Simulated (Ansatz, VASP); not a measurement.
## Two plane-wave programs on TlCl

```
Tl Cl
1.0
     3.69683    0.00000    0.00000
     0.00000    3.69683    0.00000
     0.00000    0.00000    3.69683
Tl Cl
1 1
Cartesian
  0.0000 0.0000 0.0000
  1.8484 1.8484 1.8484
```

Alike in both runs: task single point; functional LDA; k mesh 6 × 6 × 6; occupations gaussian, width 0.05 eV; no spin polarisation.

|  | VASP | Ansatz |
| --- | --- | --- |
| version | VASP 6.6.1 | Ansatz 0.2.0 |
| potentials or method | VASP PAW LDA potentials, release 64 (Tl_d, Cl), cutoff 500 eV | scalar-relativistic, plane waves, PAW |
| valence electrons in the cell | 20 | 20 |

|  | VASP | Ansatz | Ansatz less VASP |
| --- | --- | --- | --- |
| gap on the k mesh at the Fermi level (eV) | 1.55 | 1.57 | +0.023 |
| least direct gap on the mesh (eV) | 1.55 | 1.57 | +0.023 |
| pressure (GPa) | -0.1 | -0.1 | -0.01 |

LDA's correlation is that of Perdew and Zunger in VASP and of Perdew and Wang (1992) in Ansatz.

Neither program's run includes spin-orbit coupling.
